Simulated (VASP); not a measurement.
Here is a VASP 6.6.1 calculation.

File INCAR:

```
  PREC = Accurate
  ENCUT = 520
  EDIFF = 1E-7
  ISMEAR = -1
  SIGMA = 0.1
  LREAL = False
  LASPH = True
  NELM = 100
  ALGO = Normal
  ISIF = 2
  LWAVE = False
  LCHARG = False
  GGA = PS
  NBANDS = 12
```

Contents of KPOINTS:

```
Automatic mesh
0
Gamma
  18 18 18
```

Contents of POSCAR:

```
Hg
1.0
    1.7724297377      1.0233127862      2.1954838398
   -1.7724297377      1.0233127862      2.1954838398
    0.0000000000     -2.0466255724      2.1954838398
Hg
1
Direct
    0.0000000000      1.0000000000      1.0000000000
```

Potentials or basis: VASP PAW PBE potentials, release 64 (Hg).

Launch:

```bash
$ cat potpaw_PBE.64/Hg/POTCAR > POTCAR
$ mpirun -np 1 vasp_std > vasp.out
```

Q: What does it give for the band gap on the k mesh?

A: Zero (bands 6 and 7 overlap by 3.34 eV).

Q: What does it give for the pressure?

A: 0.4 GPa.

Caveat: the PAW data sets were made with another functional, which shifts forces and pressure a little; spin-orbit coupling is left out, which moves the levels of the heavy elements.
